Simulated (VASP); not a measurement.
# Hf (Fm-3m) in VASP: a series of runs, part 2 of 2

VASP 6.6.1. Earlier steps stand in the parts before.

## (4) Single point, PBE

INCAR reads:

```
SYSTEM = Hf
  PREC = Accurate
  ENCUT = 520
  EDIFF = 1E-7
  ISMEAR = -1
  SIGMA = 0.03
  LREAL = .False.
  LASPH = .True.
  NELM = 60
  ALGO = Normal
  ISIF = 2
  LWAVE = .False.
  LCHARG = .True.
  GGA = PE
  LELF = .True.
  LVHAR = .True.
  NBANDS = 11
```

KPOINTS reads:

```
Automatic mesh
0
Gamma
  16 16 16
  0 0 0
```

POSCAR reads:

```
Hf
1.0
    0.0000000000      2.2200000000      2.2200000000
    2.2200000000      0.0000000000      2.2200000000
    2.2200000000      2.2200000000      0.0000000000
Hf
1
Direct
    0.0000000000      0.0000000000      0.0000000000
```

Potentials or basis: VASP PAW PBE potentials, release 64 (Hf_pv).

The run is started by

```sh
cat potpaw_PBE.64/Hf_pv/POTCAR > POTCAR
mpirun -np 1 vasp_std > vasp.out
```

OUTCAR:

```text
SYSTEM = Hf
   PREC = Accurate
   ENCUT = 520
   EDIFF = 1E-7
   ISMEAR = -1
   LREAL = .False.
   LASPH = .True.
   NELM = 60
   ISIF = 2
   GGA = PE

 ion  position               nearest neighbor table
   1  0.000  0.000  0.000-

  LATTYP: Found a face centered cubic cell.
 ALAT       =     4.4400000000

  Lattice vectors:

 A1 = (   0.0000000000,   2.2200000000,   2.2200000000)
 A2 = (   2.2200000000,   0.0000000000,   2.2200000000)
 A3 = (   2.2200000000,   2.2200000000,   0.0000000000)

Analysis of symmetry for initial positions (statically):
=====================================================================
 Subroutine PRICEL returns:
 Original cell was already a primitive cell.

 Routine SETGRP: Setting up the symmetry group for a
 face centered cubic supercell.

 Subroutine GETGRP returns: Found 48 space group operations
 (whereof 48 operations were pure point group operations)
 out of a pool of 48 trial point group operations.

The static configuration has the point symmetry O_h .

Analysis of symmetry for dynamics (positions and initial velocities):
=====================================================================
 Subroutine PRICEL returns:
 Original cell was already a primitive cell.

 Routine SETGRP: Setting up the symmetry group for a
 face centered cubic supercell.

 Subroutine GETGRP returns: Found 48 space group operations
 (whereof 48 operations were pure point group operations)
 out of a pool of 48 trial point group operations.

The dynamic configuration has the point symmetry O_h .

 Subroutine INISYM returns: Found 48 space group operations
 (whereof 48 operations are pure point group operations),
 and found     1 'primitive' translations

----------------------------------------------------------------------------------------

                                     Primitive cell

  volume of cell :      21.8821

[... 104 lines left out ...]
   IMIX   =      4    mixing-type and parameters
     AMIX     =   0.40;   BMIX     =  1.00
     AMIX_MAG =   1.60;   BMIX_MAG =  1.00
  volume/ion in A,a.u.               =      21.88       147.67
  Fermi-wavevector in a.u.,A,eV,Ry     =   1.260991  2.382927 21.634588  1.590097
  Thomas-Fermi vector in A             =   2.394472
   LORBIT       =      0    0 simple, 1 ext, 2 COOP (PROOUT), +10 PAW based schemes
   GGA     = PE    functional components
   LHFCALC =     F    Hartree Fock is set to
   AEXX    =    0.0000 exact exchange contribution
   IVDW    =     0    specifies the selected vdW correction
   LEPSILON=     F    determine dielectric tensor
   LRPA    =     F    only Hartree local field effects (RPA)
 non-spin polarized calculation
  energy-cutoff  :      520.00
  volume of cell :       21.88
 maximum number of plane-waves:       609
   NGX = 11   NGY = 11   NGZ = 11

 number of electron      10.0000000 magnetization

 Free energy of the ion-electron system (eV)
  ---------------------------------------------------
  ext. energy  EPLUGINS =         0.00000000
  ---------------------------------------------------
  free energy    TOTEN  =        -9.84822364 eV

  energy without entropy =       -9.84248432  energy(sigma->0) =       -9.84535398

 E-fermi :   4.8894     XC(G=0): -11.3864

 val. band max:        4.8781342071   @ k =  -0.3125   0.3125   0.1250
 cond. band min:       4.8915925150   @ k =  -0.3125   0.3125   0.0625
 fundamental gap:      0.0134583078
 Fermi energy:         4.8894424390

 k-point     1 :       0.0000    0.0000    0.0000
  band No.  band energies     occupation
      1     -25.0358      2.00000
      2     -25.0358      2.00000
      3     -25.0358      2.00000
      4      -2.3904      2.00000
      5       6.3093      0.00000
      6       6.3093      0.00000
      7       6.3093      0.00000
      8       9.1805      0.00000
      9       9.1805      0.00000
     10      16.2833      0.00000
     11      18.0422      0.00000
[... 309 lines left out ...]
 k-point    24 :      -0.0625    0.0625    0.0000
  band No.  band energies     occupation
      1     -25.1214      2.00000
      2     -25.0605      2.00000
      3     -25.0417      2.00000
      4      -2.0204      2.00000
      5       5.9350      0.00000
      6       6.4806      0.00000
      7       6.4963      0.00000
      8       8.8248      0.00000
      9       9.1672      0.00000
     10      17.0936      0.00000
     11      18.0406      0.00000

 [... further k-points ...]
[... 5 lines left out ...]
  --------------------------------------------------------------------------------------
  -------------------------------------------------------------------------------------
  Total        0.3672694      0.3672694      0.3672694     -0.0000000      0.0000000     -0.0000000
  in kB       26.8909683     26.8909683     26.8909683     -0.0000000      0.0000000     -0.0000000
  external PRESSURE =      26.8909683 kB  Pullay stress =       0.0000000 kB

 VOLUME and BASIS-vectors are now :
 -----------------------------------------------------------------------------
  energy-cutoff  :      520.00
  volume of cell :       21.88
      direct lattice vectors                 reciprocal lattice vectors
     0.000000000  2.220000000  2.220000000    -0.225225225  0.225225225  0.225225225
     2.220000000  0.000000000  2.220000000     0.225225225 -0.225225225  0.225225225
     2.220000000  2.220000000  0.000000000     0.225225225  0.225225225 -0.225225225

 POSITION                                       TOTAL-FORCE (eV/Angst)
 -----------------------------------------------------------------------------------
      0.00000      0.00000      0.00000        -0.000000     -0.000000      0.000000
 -----------------------------------------------------------------------------------
    total drift:                               -0.000000      0.000000     -0.000000

  FREE ENERGIE OF THE ION-ELECTRON SYSTEM (eV)
  ---------------------------------------------------
  free  energy   TOTEN  =        -9.8482236368 eV

  energy  without entropy=       -9.8424843246  energy(sigma->0) =       -9.84535398
```

OSZICAR:

```text
N       E                     dE             d eps       ncg     rms          rms(c)
DAV:   1     0.131935360129E+02    0.13194E+02   -0.57077E+03  3238   0.840E+02
DAV:   2    -0.972634596955E+01   -0.22920E+02   -0.22212E+02  3958   0.157E+02
DAV:   3    -0.101718657546E+02   -0.44552E+00   -0.44022E+00  4038   0.150E+01
DAV:   4    -0.101735121144E+02   -0.16464E-02   -0.16458E-02  3688   0.110E+00
DAV:   5    -0.101735207078E+02   -0.85934E-05   -0.85930E-05  4082   0.704E-02    0.464E+01
DAV:   6    -0.993260309375E+01    0.24092E+00   -0.20184E-01  3601   0.339E+00    0.276E+01
DAV:   7    -0.985229405845E+01    0.80309E-01   -0.31398E-01  3730   0.410E+00    0.126E+00
DAV:   8    -0.984817253636E+01    0.41215E-02   -0.24652E-02  3571   0.109E+00    0.158E-01
DAV:   9    -0.984822360952E+01   -0.51073E-04   -0.44191E-04  3820   0.163E-01    0.507E-02
DAV:  10    -0.984822399200E+01   -0.38249E-06   -0.26560E-05  3641   0.402E-02    0.439E-02
DAV:  11    -0.984822359951E+01    0.39249E-06   -0.45103E-06  3795   0.157E-02    0.373E-03
DAV:  12    -0.984822363679E+01   -0.37281E-07   -0.55617E-08  2624   0.233E-03
   1 F= -.98482236E+01 E0= -.98453540E+01  d E =-.573931E-02
```

Wall time 11 s (1 thread of Intel Xeon 6975P-C (Granite Rapids), shared host); peak memory 0.16 GiB.

Results:

* Free energy: -9.8482 eV
* Pressure: 2.7 GPa
* Band gap on the k mesh: zero (band 5 reaches 6.31 eV, above the bottom of band 6 at 4.50 eV)

Levels at points of the mesh, in eV from the Fermi level:
| k point | band 3 | band 4 | band 5 | band 6 | band 7 | band 8 |
| --- | --- | --- | --- | --- | --- | --- |
| (0.00, 0.00, 0.00) | -29.93 | -7.28 | 1.42 | 1.42 | 1.42 | 4.29 |
| (0.50, 0.00, 0.00) | -30.04 | -3.69 | 0.66 | 1.19 | 1.19 | 6.47 |
| (0.50, 0.50, 0.00) | -30.24 | -3.34 | -2.20 | 2.65 | 6.48 | 7.11 |

Caveat: spin-orbit coupling is left out, which moves the levels of the heavy elements.
